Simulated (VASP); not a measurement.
# HfPd2N4 (Cmmm) in VASP: single point with PBE

Aim: the single point of HfPd2N4 with PBE.

All numbers are computed with VASP 6.6.1; they aren't measurements. Logs are shortened: lines on timing, memory, paths and dates and some standing lists are left out, and cuts for length are marked.

### Step 1. The cell of the first run

It takes space group Cmmm (No. 65, orthorhombic). The conventional cell has a = 6.195 Å, b = 8.432 Å, c = 3.306 Å, α = 90.00°, β = 90.00°, γ = 90.00°. Within 2.8 Å of Hf (site symmetry mmm) lie 6 N at 2.15 Å. Within 2.8 Å of Pd (site symmetry 2/m) lie 6 N at 2.12 to 2.27 Å. Within 2.8 Å of N (site symmetry m2m) lie 1 Hf at 2.15 Å and 4 Pd at 2.27 Å. N (site symmetry 2mm) has 2 Pd at 2.12 Å and 2 Hf at 2.15 Å and 1 N at 2.74 Å within 2.8 Å.

### Step 2. Single point, PBE (atoms taken out)

The input, INCAR:

```
  ALGO = Normal
  EDIFF = 1E-6
  ENCUT = 600
  GGA = PE
  GGA_COMPAT = False
  ISIF = 2
  ISMEAR = 0
  LASPH = True
  LCHARG = False
  LREAL = False
  LWAVE = False
  NBANDS = 34
  NELM = 120
  PREC = Accurate
  SIGMA = 0.15
```

The input, KPOINTS:

```
k-points
0
Gamma
  3 3 4
```

The input, POSCAR:

```
HfPd2N4
1.0
    3.0974838768     -4.2160585336      0.0000000000
    3.0974838768      4.2160585336      0.0000000000
    0.0000000000      0.0000000000      3.3061361765
Hf Pd N
1 2 4
Direct
    0.0000000000      0.0000000000      0.0000000000
    0.0000000000      0.5000000000      0.5000000000
    0.5000000000      0.0000000000      0.5000000000
    0.7455908700      0.2544091300      0.0000000000
    0.7788044447      0.7788044447      0.5000000000
    0.2211955553      0.2211955553      0.5000000000
    0.2544091300      0.7455908700      0.0000000000
```

Potentials or basis: VASP PAW PBE potentials, release 64 (Hf_pv, Pd, N).

On the command line:

```
$ cat potpaw_PBE.64/Hf_pv/POTCAR potpaw_PBE.64/Pd/POTCAR potpaw_PBE.64/N/POTCAR > POTCAR
$ mpirun -np 1 vasp_std > vasp.out
```

OUTCAR:

```text
EDIFF = 1E-6
   ENCUT = 600
   GGA = PE
   ISIF = 2
   ISMEAR = 0
   LASPH = True
   LREAL = False
   NELM = 120
   PREC = Accurate

 ion  position               nearest neighbor table
   1  0.000  0.000  0.000-   4 2.15   7 2.15   6 2.15   5 2.15   5 2.15   6 2.15   2 3.09   3 3.09
                             2 3.09   3 3.09   2 3.09   2 3.09   3 3.09   3 3.09
   2  0.000  0.500  0.500-   5 2.12   6 2.12   4 2.27   7 2.27   4 2.27   7 2.27   1 3.09   1 3.09
                             1 3.09   1 3.09   3 3.10   3 3.10
   3  0.500  0.000  0.500-   5 2.12   6 2.12   4 2.27   7 2.27   4 2.27   7 2.27   1 3.09   1 3.09
                             1 3.09   1 3.09   2 3.10   2 3.10
   4  0.746  0.254  0.000-   1 2.15   2 2.27   3 2.27   2 2.27   3 2.27
   5  0.779  0.779  0.500-   2 2.12   3 2.12   1 2.15   1 2.15
   6  0.221  0.221  0.500-   2 2.12   3 2.12   1 2.15   1 2.15
   7  0.254  0.746  0.000-   1 2.15   2 2.27   3 2.27   2 2.27   3 2.27

  LATTYP: Found a base centered orthorhombic cell.
 ALAT       =     6.1949677536
 B/A-ratio  =     1.3611236414
 C/A-ratio  =     0.5336809339

  Lattice vectors:

 A1 = (   3.0974838768,  -4.2160585336,   0.0000000000)
 A2 = (   3.0974838768,   4.2160585336,   0.0000000000)
 A3 = (   0.0000000000,   0.0000000000,   3.3061361765)

Analysis of symmetry for initial positions (statically):
=====================================================================
 Subroutine PRICEL returns:
 Original cell was already a primitive cell.

 Routine SETGRP: Setting up the symmetry group for a
 base centered orthorhombic supercell.

 Subroutine GETGRP returns: Found  8 space group operations
 (whereof  8 operations were pure point group operations)
 out of a pool of  8 trial point group operations.

The static configuration has the point symmetry D_2h.

Analysis of symmetry for dynamics (positions and initial velocities):
=====================================================================
 Subroutine PRICEL returns:
 Original cell was already a primitive cell.

 Routine SETGRP: Setting up the symmetry group for a
 base centered orthorhombic supercell.

 Subroutine GETGRP returns: Found  8 space group operations
 (whereof  8 operations were pure point group operations)
 out of a pool of  8 trial point group operations.

The dynamic configuration has the point symmetry D_2h.

 Subroutine INISYM returns: Found  8 space group operations
 (whereof  8 operations are pure point group operations),
 and found     1 'primitive' translations

----------------------------------------------------------------------------------------

                                     Primitive cell

  volume of cell :      86.3508

  direct lattice vectors                    reciprocal lattice vectors
     3.097483877 -4.216058534  0.000000000     0.161421341 -0.118594179  0.000000000
     3.097483877  4.216058534  0.000000000     0.161421341  0.118594179  0.000000000
     0.000000000  0.000000000  3.306136176     0.000000000  0.000000000  0.302467880

  length of vectors
     5.231592102  5.231592102  3.306136176     0.200303341  0.200303341  0.302467880

  position of ions in fractional coordinates (direct lattice)
     0.000000000  0.000000000  0.000000000
     0.000000000  0.500000000  0.500000000
     0.500000000  0.000000000  0.500000000
     0.745590870  0.254409130  0.000000000
     0.778804445  0.778804445  0.500000000
     0.221195555  0.221195555  0.500000000
     0.254409130  0.745590870  0.000000000

  ion indices of the primitive-cell ions
   primitive index   ion index
                 1           1
                 2           2
                 3           3
                 4           4
                 5           5
                 6           6
                 7           7

----------------------------------------------------------------------------------------

 KPOINTS: k-points

Automatic generation of k-mesh.
 Grid dimensions read from file:
 generate k-points for:    3    3    4

 Generating k-lattice:

  Cartesian coordinates                     Fractional coordinates (reciprocal lattice)
     0.053807114 -0.039531393  0.000000000     0.333333333  0.000000000  0.000000000
     0.053807114  0.039531393  0.000000000     0.000000000  0.333333333  0.000000000
     0.000000000  0.000000000  0.075616970     0.000000000  0.000000000  0.250000000

  Length of vectors
     0.066767780  0.066767780  0.075616970

  Shift w.r.t. Gamma in fractional coordinates (k-lattice)
     0.000000000  0.000000000  0.000000000

 Subroutine IBZKPT returns following result:
 ===========================================

 Found     12 irreducible k-points:

 Following reciprocal coordinates:
            Coordinates               Weight
  0.000000  0.000000  0.000000      1.000000
  0.333333  0.000000  0.000000      4.000000
  0.333333  0.333333  0.000000      2.000000
 -0.333333  0.333333  0.000000      2.000000
  0.000000  0.000000  0.250000      2.000000
  0.333333  0.000000  0.250000      8.000000
  0.333333  0.333333  0.250000      4.000000
 -0.333333  0.333333  0.250000      4.000000
  0.000000  0.000000  0.500000      1.000000
  0.333333  0.000000  0.500000      4.000000
  0.333333  0.333333  0.500000      2.000000
 -0.333333  0.333333  0.500000      2.000000
   k-points           NKPTS =     12   k-points in BZ     NKDIM =     12   number of bands    NBANDS=     34
   number of dos      NEDOS =    301   number of ions     NIONS =      7
   total plane-waves  NPLWV =  49392
   dimension x,y,z NGX =    42 NGY =   42 NGZ =   28
   dimension x,y,z NGXF=    84 NGYF=   84 NGZF=   56
   ions per type =               1   2   4
   NGX,Y,Z   is equivalent  to a cutoff of  13.35, 13.35, 14.08 a.u.
   NGXF,Y,Z  is equivalent  to a cutoff of  26.69, 26.69, 28.16 a.u.
 SYSTEM =  unknown system
   PREC   = accura    normal or accurate (medium, high low for compatibility)
   ISTART =      0    job   : 0-new  1-cont  2-samecut
   ICHARG =      2    charge: 1-file 2-atom 10-const
   ISPIN  =      1    spin polarized calculation?
   LNONCOLLINEAR =      F non collinear calculations
   LSORBIT =      F    spin-orbit coupling
   LASPH  =      T    aspherical Exc in radial PAW
   ENCUT  =  600.0 eV  44.10 Ry    6.64 a.u.  10.45 10.45  6.60*2*pi/ulx,y,z
   NELM   =    120;   NELMIN=  2; NELMDL= -5     # of ELM steps
   EDIFF  = 0.1E-05   stopping-criterion for ELM
   LREAL  =      F    real-space projection
   EDIFFG = 0.1E-04   stopping-criterion for IOM
   NSW    =      0    number of steps for IOM
   IBRION =     -1    ionic relax: 0-MD 1-quasi-New 2-CG
   NFREE  =      0    steps in history (QN), initial steepest desc. (CG)
   ISIF   =      2    stress and relaxation
   ISYM   =      2    0-nonsym 1-usesym 2-fastsym
   POTIM  = 0.5000    time-step for ionic-motion
   TEBEG  =    0.0;   TEEND  =   0.0 temperature during run
   PSTRESS=    0.0 pullay stress
   NELECT =      50.0000    total number of electrons
   NUPDOWN=      -1.0000    fix difference up-down
   EMIN   =  10.00;   EMAX   =-10.00  energy-range for DOS
   EFERMI =   0.00;   METHOD = LEGACY
   ISMEAR =     0;   SIGMA  =   0.15  broadening in eV -4-tet -1-fermi 0-gaus
   EFERMI_NEDOS =   21; number of points for ismear=-14 and -15
   IALGO  =     38    algorithm
   IMIX   =      4    mixing-type and parameters
     AMIX     =   0.40;   BMIX     =  1.00
     AMIX_MAG =   1.60;   BMIX_MAG =  1.00
  volume/ion in A,a.u.               =      12.34        83.25
  Fermi-wavevector in a.u.,A,eV,Ry     =   1.364508  2.578546 25.332437  1.861882
  Thomas-Fermi vector in A             =   2.490817
   LORBIT       =      0    0 simple, 1 ext, 2 COOP (PROOUT), +10 PAW based schemes
   GGA     = PE    functional components
   LHFCALC =     F    Hartree Fock is set to
   AEXX    =    0.0000 exact exchange contribution
   IVDW    =     0    specifies the selected vdW correction
   LEPSILON=     F    determine dielectric tensor
   LRPA    =     F    only Hartree local field effects (RPA)
 non-spin polarized calculation
 Gauss-broadening in eV      SIGMA  =   0.15
  energy-cutoff  :      600.00
  volume of cell :       86.35
 maximum number of plane-waves:      2903
 NGX is ok and might be reduce to    42
   NGX = 21   NGY = 21   NGZ = 13

 number of electron      49.9999994 magnetization

 Free energy of the ion-electron system (eV)
  ---------------------------------------------------
  ext. energy  EPLUGINS =         0.00000000
  ---------------------------------------------------
  free energy    TOTEN  =       -49.82474549 eV

  energy without entropy =      -49.74312885  energy(sigma->0) =      -49.78393717

 E-fermi :   5.4757     XC(G=0): -11.6464

 val. band max:        5.4696023993   @ k =   0.0000   0.0000   0.2500
 cond. band min:       5.4776857135   @ k =   0.0000   0.0000   0.5000
 fundamental gap:      0.0080833142
 Fermi energy:         5.4757487367

 k-point     1 :       0.0000    0.0000    0.0000
  band No.  band energies     occupation
      1     -24.2593      2.00000
      2     -24.2144      2.00000
      3     -23.9981      2.00000
      4      -9.7006      2.00000
      5      -8.4061      2.00000
      6      -7.3377      2.00000
[... 26 lines left out ...]
     33      11.2940      0.00000
     34      12.4254      0.00000

 k-point     2 :       0.3333    0.0000    0.0000
  band No.  band energies     occupation
      1     -24.2631      2.00000
      2     -24.2164      2.00000
      3     -23.9986      2.00000
      4      -9.3652      2.00000
      5      -8.2959      2.00000
      6      -7.8183      2.00000
[... 26 lines left out ...]
     33      11.9583      0.00000
     34      13.3161      0.00000

 k-point     3 :       0.3333    0.3333    0.0000
  band No.  band energies     occupation
      1     -24.2666      2.00000
      2     -24.2186      2.00000
      3     -23.9990      2.00000
      4      -9.0156      2.00000
      5      -8.1446      2.00000
      6      -8.1443      2.00000
[... 26 lines left out ...]
     33      12.9558      0.00000
     34      13.9256      0.00000

 k-point     4 :      -0.3333    0.3333    0.0000
  band No.  band energies     occupation
      1     -24.2666      2.00000
      2     -24.2185      2.00000
      3     -23.9990      2.00000
      4      -9.1308      2.00000
      5      -8.3241      2.00000
      6      -7.7440      2.00000
[... 26 lines left out ...]
     33      12.6516      0.00000
     34      13.3257      0.00000

 k-point     5 :       0.0000    0.0000    0.2500
  band No.  band energies     occupation
      1     -24.2429      2.00000
      2     -24.2379      2.00000
      3     -24.1694      2.00000
      4      -9.0482      2.00000
      5      -8.0795      2.00000
      6      -7.5897      2.00000
[... 26 lines left out ...]
     33      12.2478      0.00000
     34      13.9593      0.00000

 k-point     6 :       0.3333    0.0000    0.2500
  band No.  band energies     occupation
      1     -24.2446      2.00000
      2     -24.2366      2.00000
      3     -24.1703      2.00000
      4      -8.7798      2.00000
      5      -8.0292      2.00000
      6      -7.8938      2.00000
[... 26 lines left out ...]
     33      13.0639      0.00000
     34      14.0158      0.00000

 k-point     7 :       0.3333    0.3333    0.2500
  band No.  band energies     occupation
      1     -24.2460      2.00000
      2     -24.2356      2.00000
      3     -24.1712      2.00000
      4      -8.5449      2.00000
      5      -8.0132      2.00000
      6      -7.8985      2.00000
[... 26 lines left out ...]
     33      13.3020      0.00000
     34      14.4094      0.00000

 k-point     8 :      -0.3333    0.3333    0.2500
  band No.  band energies     occupation
      1     -24.2463      2.00000
      2     -24.2353      2.00000
      3     -24.1711      2.00000
      4      -8.5451      2.00000
      5      -8.0219      2.00000
      6      -7.9988      2.00000
[... 26 lines left out ...]
     33      13.4529      0.00000
     34      14.1809      0.00000

 k-point     9 :       0.0000    0.0000    0.5000
  band No.  band energies     occupation
      1     -24.4648      2.00000
      2     -24.2264      2.00000
      3     -24.1237      2.00000
      4      -8.1609      2.00000
      5      -7.9897      2.00000
      6      -7.9089      2.00000
[... 26 lines left out ...]
     33      14.3726      0.00000
     34      15.0818      0.00000

 k-point    10 :       0.3333    0.0000    0.5000
  band No.  band energies     occupation
      1     -24.4623      2.00000
      2     -24.2258      2.00000
      3     -24.1233      2.00000
      4      -8.2779      2.00000
      5      -8.1969      2.00000
      6      -7.6384      2.00000
[... 26 lines left out ...]
     33      14.6452      0.00000
     34      14.7687      0.00000

 k-point    11 :       0.3333    0.3333    0.5000
  band No.  band energies     occupation
      1     -24.4598      2.00000
      2     -24.2253      2.00000
      3     -24.1230      2.00000
      4      -8.4679      2.00000
      5      -8.2516      2.00000
      6      -7.5552      2.00000
[... 26 lines left out ...]
     33      13.6131      0.00000
     34      14.3743      0.00000

 k-point    12 :      -0.3333    0.3333    0.5000
  band No.  band energies     occupation
      1     -24.4598      2.00000
      2     -24.2253      2.00000
      3     -24.1229      2.00000
      4      -8.3942      2.00000
      5      -8.2497      2.00000
      6      -7.5619      2.00000
[... 26 lines left out ...]
     33      13.4604      0.00000
     34      13.6419      0.00000

------------------------ aborting loop because EDIFF is reached ----------------------------------------

  FORCE on cell =-STRESS in cart. coord.  units (eV):
  Direction    XX          YY          ZZ          XY          YZ          ZX
  --------------------------------------------------------------------------------------
  -------------------------------------------------------------------------------------
  Total       -0.2278220     -0.7935137     -0.0817162     -0.0000000      0.0000000      0.0000000
  in kB       -4.2270737    -14.7230770     -1.5161860     -0.0000000      0.0000000      0.0000000
  external PRESSURE =      -6.8221122 kB  Pullay stress =       0.0000000 kB

 VOLUME and BASIS-vectors are now :
 -----------------------------------------------------------------------------
  energy-cutoff  :      600.00
  volume of cell :       86.35
      direct lattice vectors                 reciprocal lattice vectors
     3.097483877 -4.216058534  0.000000000     0.161421341 -0.118594179  0.000000000
     3.097483877  4.216058534  0.000000000     0.161421341  0.118594179  0.000000000
     0.000000000  0.000000000  3.306136176     0.000000000  0.000000000  0.302467880

 POSITION                                       TOTAL-FORCE (eV/Angst)
 -----------------------------------------------------------------------------------
      0.00000      0.00000      0.00000         0.000000      0.000000     -0.000000
      1.54874      2.10803      1.65307         0.000000      0.000000     -0.000000
      1.54874     -2.10803      1.65307        -0.000000      0.000000     -0.000000
      3.09748     -2.07085      0.00000         0.000000     -0.027778     -0.000000
      4.82467      0.00000      1.65307         0.136557      0.000000     -0.000000
      1.37030      0.00000      1.65307        -0.136557      0.000000     -0.000000
      3.09748      2.07085      0.00000         0.000000      0.027778      0.000000
 -----------------------------------------------------------------------------------
    total drift:                                0.000000      0.000000     -0.000000

  FREE ENERGIE OF THE ION-ELECTRON SYSTEM (eV)
  ---------------------------------------------------
  free  energy   TOTEN  =       -49.8247454876 eV

  energy  without entropy=      -49.7431288481  energy(sigma->0) =      -49.78393717
```

Wall time 82 s (1 thread of Intel Xeon 8259CL, shared host); peak memory 0.24 GiB.

What came out:

```yaml
Free_energy: -49.8247 eV
Pressure: -0.7 GPa
Largest_force: 0.137 eV/Å
Band_gap_on_the_k_mesh: zero (bands 25 and 26 overlap by 0.62 eV)
```

Forces in eV/Å, atoms in the order of the input:
```
Hf   0.000  0.000  0.000
Pd   0.000  0.000  0.000
Pd   0.000  0.000  0.000
N    0.000 -0.028  0.000
N    0.137  0.000  0.000
N   -0.137  0.000  0.000
N    0.000  0.028  0.000
```

Stress tensor (GPa, compression positive):
```
-0.42  0.00  0.00
 0.00 -1.47  0.00
 0.00  0.00 -0.15
```

Caveat: the k points lie up to 0.48 Å⁻¹ apart, too coarse for converged energies and pressures of a metal; the cell differs from its parent crystal (atoms taken out); spin-orbit coupling is left out, which moves the levels of the heavy elements.
